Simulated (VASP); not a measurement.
# C (P6_3/mmc) in VASP: single point with PBEsol

Aim: the single point of C with PBEsol.

The COD entry that gives the cell may itself be a prediction, so a difference from it is no test against experiment.

Program: VASP 6.6.1. These are calculated values, not measurements. Logs are shortened: lines on timing, memory, paths and dates and some standing lists are left out, and cuts for length are marked.

## (1) The cell of the first run

The structure is hexagonal, space group P6_3/mmc (No. 194). The conventional cell has a = 2.505 Å, b = 2.505 Å, c = 8.264 Å, α = 90.00°, β = 90.00°, γ = 120.00°. Within 2.0 Å of C (site symmetry 3m) lie 4 C at 1.54 Å. C (site symmetry 3m) has 4 C at 1.54 to 1.56 Å within 2.0 Å.

## (2) Single point, PBEsol

Contents of INCAR:

```
SYSTEM = C
ALGO = Normal
EDIFF = 1E-7
ENCUT = 520
GGA = PS
ISIF = 2
ISMEAR = 0
LASPH = .True.
LCHARG = .False.
LREAL = .False.
LWAVE = .False.
NBANDS = 26
NELM = 60
PREC = Accurate
SIGMA = 0.02
```

Contents of KPOINTS:

```
k-points
0
Gamma
  12 12 4
  0 0 0
```

Contents of POSCAR:

```
C
1.0
    2.5052632673      0.0000000000      0.0000000000
   -1.2526316336      2.1696216326      0.0000000000
    0.0000000000      0.0000000000      8.2643755074
C
8
Direct
    0.0000000000      0.0000000000      0.0929513617
    0.0000000000      0.0000000000      0.5929513617
    0.0000000000      0.0000000000      0.4070486383
    0.0000000000      0.0000000000      0.9070486383
    0.3333333333      0.6666666667      0.1555435578
    0.6666666667      0.3333333333      0.6555435578
    0.3333333333      0.6666666667      0.3444564422
    0.6666666667      0.3333333333      0.8444564422
```

Potentials or basis: VASP PAW PBE potentials, release 64 (C).

The run is started by

```
cat potpaw_PBE.64/C/POTCAR > POTCAR
mpirun -np 1 vasp_std > vasp.out
```

OUTCAR:

```text
SYSTEM = C
   EDIFF = 1E-7
   ENCUT = 520
   GGA = PS
   ISIF = 2
   ISMEAR = 0
   LASPH = .True.
   LREAL = .False.
   NELM = 60
   PREC = Accurate

 ion  position               nearest neighbor table
   1  0.000  0.000  0.093-   5 1.54   5 1.54   5 1.54   4 1.54
   2  0.000  0.000  0.593-   6 1.54   6 1.54   6 1.54   3 1.54
   3  0.000  0.000  0.407-   7 1.54   7 1.54   7 1.54   2 1.54
   4  0.000  0.000  0.907-   8 1.54   8 1.54   8 1.54   1 1.54
   5  0.333  0.667  0.156-   1 1.54   1 1.54   1 1.54   7 1.56
   6  0.667  0.333  0.656-   2 1.54   2 1.54   2 1.54   8 1.56
   7  0.333  0.667  0.344-   3 1.54   3 1.54   3 1.54   5 1.56
   8  0.667  0.333  0.844-   4 1.54   4 1.54   4 1.54   6 1.56

  LATTYP: Found a hexagonal cell.
 ALAT       =     2.5052632673
 C/A-ratio  =     3.2988052055

  Lattice vectors:

 A1 = (   2.5052632673,   0.0000000000,   0.0000000000)
 A2 = (  -1.2526316336,   2.1696216326,   0.0000000000)
 A3 = (   0.0000000000,   0.0000000000,   8.2643755074)

Analysis of symmetry for initial positions (statically):
=====================================================================
 Subroutine PRICEL returns:
 Original cell was already a primitive cell.

 Routine SETGRP: Setting up the symmetry group for a
 hexagonal supercell.

 Subroutine GETGRP returns: Found 24 space group operations
 (whereof 12 operations were pure point group operations)
 out of a pool of 24 trial point group operations.

The static configuration has the point symmetry D_3d.
 The point group associated with its full space group is D_6h.

Analysis of symmetry for dynamics (positions and initial velocities):
=====================================================================
 Subroutine PRICEL returns:
 Original cell was already a primitive cell.

 Routine SETGRP: Setting up the symmetry group for a
 hexagonal supercell.

 Subroutine GETGRP returns: Found 24 space group operations
 (whereof 12 operations were pure point group operations)
 out of a pool of 24 trial point group operations.

The dynamic configuration has the point symmetry D_3d.
 The point group associated with its full space group is D_6h.

 Subroutine INISYM returns: Found 24 space group operations
 (whereof 12 operations are pure point group operations),
 and found     1 'primitive' translations

----------------------------------------------------------------------------------------

                                     Primitive cell

  volume of cell :      44.9208

  direct lattice vectors                    reciprocal lattice vectors
     2.505263267  0.000000000  0.000000000     0.399159646  0.230454929  0.000000000
    -1.252631634  2.169621633  0.000000000     0.000000000  0.460909859  0.000000000
     0.000000000  0.000000000  8.264375507     0.000000000  0.000000000  0.121001278

  length of vectors
     2.505263267  2.505263267  8.264375507     0.460909859  0.460909859  0.121001278

  position of ions in fractional coordinates (direct lattice)
     0.000000000  0.000000000  0.092951362
     0.000000000  0.000000000  0.592951362
     0.000000000  0.000000000  0.407048638
     0.000000000  0.000000000  0.907048638
     0.333333333  0.666666667  0.155543558
     0.666666667  0.333333333  0.655543558
     0.333333333  0.666666667  0.344456442
     0.666666667  0.333333333  0.844456442

  ion indices of the primitive-cell ions
   primitive index   ion index
                 1           1
                 2           2
                 3           3
                 4           4
                 5           5
                 6           6
                 7           7
                 8           8

----------------------------------------------------------------------------------------

 KPOINTS: k-points

Automatic generation of k-mesh.
 Grid dimensions read from file:
 generate k-points for:   12   12    4

 Generating k-lattice:

  Cartesian coordinates                     Fractional coordinates (reciprocal lattice)
     0.033263304  0.019204577  0.000000000     0.083333333  0.000000000  0.000000000
     0.000000000  0.038409155  0.000000000     0.000000000  0.083333333  0.000000000
     0.000000000  0.000000000  0.030250320     0.000000000  0.000000000  0.250000000

  Length of vectors
     0.038409155  0.038409155  0.030250320

  Shift w.r.t. Gamma in fractional coordinates (k-lattice)
     0.000000000  0.000000000  0.000000000

 Subroutine IBZKPT returns following result:
 ===========================================

 Found     57 irreducible k-points:

 Following reciprocal coordinates:
            Coordinates               Weight
  0.000000  0.000000  0.000000      1.000000
  0.083333 -0.000000  0.000000      6.000000
  0.166667 -0.000000  0.000000      6.000000
  0.250000 -0.000000  0.000000      6.000000
  0.333333 -0.000000  0.000000      6.000000
  0.416667  0.000000  0.000000      6.000000
[... 16 lines left out ...]
  0.250000 -0.000000  0.250000     12.000000
  0.333333 -0.000000  0.250000     12.000000
 [... further k-points ...]
   k-points           NKPTS =     57   k-points in BZ     NKDIM =     57   number of bands    NBANDS=     26
   number of dos      NEDOS =    301   number of ions     NIONS =      8
   total plane-waves  NPLWV =  25600
   dimension x,y,z NGX =    20 NGY =   20 NGZ =   64
   dimension x,y,z NGXF=    40 NGYF=   40 NGZF=  128
   ions per type =               8
   NGX,Y,Z   is equivalent  to a cutoff of  13.27, 13.27, 12.87 a.u.
   NGXF,Y,Z  is equivalent  to a cutoff of  26.54, 26.54, 25.75 a.u.
 SYSTEM =  C
   PREC   = accura    normal or accurate (medium, high low for compatibility)
   ISTART =      0    job   : 0-new  1-cont  2-samecut
   ICHARG =      2    charge: 1-file 2-atom 10-const
   ISPIN  =      1    spin polarized calculation?
   LNONCOLLINEAR =      F non collinear calculations
   LSORBIT =      F    spin-orbit coupling
   LASPH  =      T    aspherical Exc in radial PAW
   ENCUT  =  520.0 eV  38.22 Ry    6.18 a.u.   4.66  4.66 15.37*2*pi/ulx,y,z
   NELM   =     60;   NELMIN=  2; NELMDL= -5     # of ELM steps
   EDIFF  = 0.1E-06   stopping-criterion for ELM
   LREAL  =      F    real-space projection
   EDIFFG = 0.1E-05   stopping-criterion for IOM
   NSW    =      0    number of steps for IOM
   IBRION =     -1    ionic relax: 0-MD 1-quasi-New 2-CG
   NFREE  =      0    steps in history (QN), initial steepest desc. (CG)
   ISIF   =      2    stress and relaxation
   ISYM   =      2    0-nonsym 1-usesym 2-fastsym
   POTIM  = 0.5000    time-step for ionic-motion
   TEBEG  =    0.0;   TEEND  =   0.0 temperature during run
   PSTRESS=    0.0 pullay stress
   NELECT =      32.0000    total number of electrons
   NUPDOWN=      -1.0000    fix difference up-down
   EMIN   =  10.00;   EMAX   =-10.00  energy-range for DOS
   EFERMI =   0.00;   METHOD = LEGACY
   ISMEAR =     0;   SIGMA  =   0.02  broadening in eV -4-tet -1-fermi 0-gaus
   EFERMI_NEDOS =   21; number of points for ismear=-14 and -15
   IALGO  =     38    algorithm
   IMIX   =      4    mixing-type and parameters
     AMIX     =   0.40;   BMIX     =  1.00
     AMIX_MAG =   1.60;   BMIX_MAG =  1.00
  volume/ion in A,a.u.               =       5.62        37.89
  Fermi-wavevector in a.u.,A,eV,Ry     =   1.462095  2.762960 29.085483  2.137723
  Thomas-Fermi vector in A             =   2.578349
   LORBIT       =      0    0 simple, 1 ext, 2 COOP (PROOUT), +10 PAW based schemes
   GGA     = PS    functional components
   LHFCALC =     F    Hartree Fock is set to
   AEXX    =    0.0000 exact exchange contribution
   IVDW    =     0    specifies the selected vdW correction
   LEPSILON=     F    determine dielectric tensor
   LRPA    =     F    only Hartree local field effects (RPA)
 non-spin polarized calculation
 Gauss-broadening in eV      SIGMA  =   0.02
  energy-cutoff  :      520.00
  volume of cell :       44.92
 maximum number of plane-waves:      1231
 NGX is ok and might be reduce to    20
   NGX =  9   NGY =  9   NGZ = 31

 number of electron      31.9999996 magnetization

 Free energy of the ion-electron system (eV)
  ---------------------------------------------------
  ext. energy  EPLUGINS =         0.00000000
  ---------------------------------------------------
  free energy    TOTEN  =       -76.93120525 eV

  energy without entropy =      -76.93120525  energy(sigma->0) =      -76.93120525

 E-fermi :  10.1363     XC(G=0): -13.4801

 val. band max:        9.9924591053   @ k =   0.0000   0.0000   0.0000
 cond. band min:      14.4236878035   @ k =   0.4167   0.0000   0.0000
 fundamental gap:      4.4312286982
 Fermi energy:        10.1363064948

 k-point     1 :       0.0000    0.0000    0.0000
  band No.  band energies     occupation
      1     -11.8159      2.00000
      2     -10.1570      2.00000
      3     -10.0521      2.00000
      4      -6.0349      2.00000
      5      -3.7373      2.00000
      6       3.0521      2.00000
[... 18 lines left out ...]
     25      18.2842      0.00000
     26      18.5818      0.00000

 k-point     2 :       0.0833   -0.0000    0.0000
  band No.  band energies     occupation
      1     -11.6424      2.00000
      2      -9.9860      2.00000
      3      -9.8819      2.00000
      4      -5.8806      2.00000
      5      -3.5749      2.00000
      6       3.1408      2.00000
[... 18 lines left out ...]
     25      18.7319      0.00000
     26      19.1777      0.00000

 k-point     3 :       0.1667   -0.0000    0.0000
  band No.  band energies     occupation
      1     -11.1237      2.00000
      2      -9.4750      2.00000
      3      -9.3734      2.00000
      4      -5.4196      2.00000
      5      -3.0988      2.00000
      6       3.3279      2.00000
[... 18 lines left out ...]
     25      19.4209      0.00000
     26      20.4714      0.00000

 k-point     4 :       0.2500   -0.0000    0.0000
  band No.  band energies     occupation
      1     -10.2660      2.00000
      2      -8.6310      2.00000
      3      -8.5352      2.00000
      4      -4.6594      2.00000
      5      -2.3654      2.00000
      6       1.6648      2.00000
[... 18 lines left out ...]
     25      20.7427      0.00000
     26      20.7513      0.00000

 k-point     5 :       0.3333   -0.0000    0.0000
  band No.  band energies     occupation
      1      -9.0840      2.00000
      2      -7.4706      2.00000
      3      -7.3901      2.00000
      4      -3.6257      2.00000
      5      -1.8049      2.00000
      6      -0.4616      2.00000
[... 18 lines left out ...]
     25      21.2125      0.00000
     26      21.8371      0.00000

 k-point     6 :       0.4167    0.0000    0.0000
  band No.  band energies     occupation
      1      -7.6204      2.00000
      2      -6.0471      2.00000
      3      -6.0445      2.00000
      4      -3.2580      2.00000
      5      -2.6063      2.00000
      6      -1.9105      2.00000
[... 427 lines left out ...]
 k-point    21 :       0.0833   -0.0000    0.2500
  band No.  band energies     occupation
      1     -11.5348      2.00000
      2     -10.6784      2.00000
      3      -8.9910      2.00000
      4      -6.6598      2.00000
      5      -2.6176      2.00000
      6       1.0990      2.00000
[... 18 lines left out ...]
     25      18.7242      0.00000
     26      19.2008      0.00000

 k-point    22 :       0.1667   -0.0000    0.2500
  band No.  band energies     occupation
      1     -11.0165      2.00000
      2     -10.1643      2.00000
      3      -8.4878      2.00000
      4      -6.1817      2.00000
      5      -2.1679      2.00000
      6       1.4300      2.00000
[... 18 lines left out ...]
     25      20.0485      0.00000
     26      20.5812      0.00000

 k-point    23 :       0.2500   -0.0000    0.2500
  band No.  band energies     occupation
      1     -10.1597      2.00000
      2      -9.3152      2.00000
      3      -7.6586      2.00000
      4      -5.3961      2.00000
      5      -1.4872      2.00000
      6       1.5596      2.00000
[... 18 lines left out ...]
     25      20.1741      0.00000
     26      21.6822      0.00000

 k-point    24 :       0.3333   -0.0000    0.2500
  band No.  band energies     occupation
      1      -8.9792      2.00000
      2      -8.1481      2.00000
      3      -6.5275      2.00000
      4      -4.3380      2.00000
      5      -1.2722      2.00000
      6      -0.2870      2.00000
[... 18 lines left out ...]
     25      20.5140      0.00000
     26      22.2223      0.00000

 [... further k-points ...]

------------------------ aborting loop because EDIFF is reached ----------------------------------------

  FORCE on cell =-STRESS in cart. coord.  units (eV):
  Direction    XX          YY          ZZ          XY          YZ          ZX
  --------------------------------------------------------------------------------------
  -------------------------------------------------------------------------------------
  Total        0.3291413      0.3291413      0.3053284      0.0000000      0.0000000     -0.0000000
  in kB       11.7393922     11.7393922     10.8900640      0.0000000      0.0000000     -0.0000000
  external PRESSURE =      11.4562828 kB  Pullay stress =       0.0000000 kB

 VOLUME and BASIS-vectors are now :
 -----------------------------------------------------------------------------
  energy-cutoff  :      520.00
  volume of cell :       44.92
      direct lattice vectors                 reciprocal lattice vectors
     2.505263267  0.000000000  0.000000000     0.399159646  0.230454929  0.000000000
    -1.252631634  2.169621633  0.000000000     0.000000000  0.460909859  0.000000000
     0.000000000  0.000000000  8.264375507     0.000000000  0.000000000  0.121001278

 POSITION                                       TOTAL-FORCE (eV/Angst)
 -----------------------------------------------------------------------------------
      0.00000      0.00000      0.76818         0.000000     -0.000000      0.000164
      0.00000      0.00000      4.90037        -0.000000      0.000000      0.000164
      0.00000      0.00000      3.36400         0.000000     -0.000000     -0.000164
      0.00000      0.00000      7.49619        -0.000000      0.000000     -0.000164
     -0.00000      1.44641      1.28547        -0.000000      0.000000      0.005498
      1.25263      0.72321      5.41766         0.000000     -0.000000      0.005498
     -0.00000      1.44641      2.84672        -0.000000      0.000000     -0.005498
      1.25263      0.72321      6.97891         0.000000      0.000000     -0.005498
 -----------------------------------------------------------------------------------
    total drift:                                0.000000     -0.000000      0.000000

  FREE ENERGIE OF THE ION-ELECTRON SYSTEM (eV)
  ---------------------------------------------------
  free  energy   TOTEN  =       -76.9312052459 eV

  energy  without entropy=      -76.9312052459  energy(sigma->0) =      -76.93120525
```

Wall time 36 s (1 thread of AMD EPYC 9R14 (Zen 4), shared host); peak memory 0.15 GiB.

Results:

* Free energy: -76.9312 eV
* Pressure: 1.1 GPa
* Largest force: 0.005 eV/Å
* Band gap on the k mesh: 4.43 eV, indirect (least direct gap 5.27 eV)

Forces in eV/Å, atoms in the order of the input:
```
C    0.000  0.000  0.000
C    0.000  0.000  0.000
C    0.000  0.000  0.000
C    0.000  0.000  0.000
C    0.000  0.000  0.005
C    0.000  0.000  0.005
C    0.000  0.000 -0.005
C    0.000  0.000 -0.005
```

Levels at points of the mesh, in eV from the valence-band top:
| k point | band 14 | band 15 | band 16 | band 17 | band 18 | band 19 |
| --- | --- | --- | --- | --- | --- | --- |
| (0.00, 0.00, 0.00) | -0.24 | 0.00 | 0.00 | 5.27 | 5.27 | 5.44 |
| (0.50, 0.00, 0.00) | -4.74 | -3.75 | -3.01 | 4.48 | 5.47 | 5.89 |
| (0.00, 0.00, 0.50) | -0.66 | -0.66 | -0.66 | 6.05 | 6.05 | 6.05 |
| (0.50, 0.00, 0.50) | -4.82 | -3.72 | -3.72 | 4.83 | 4.83 | 6.87 |

Caveat: the PAW data sets were made with another functional, which shifts forces and pressure a little. A k mesh can miss the band edges.
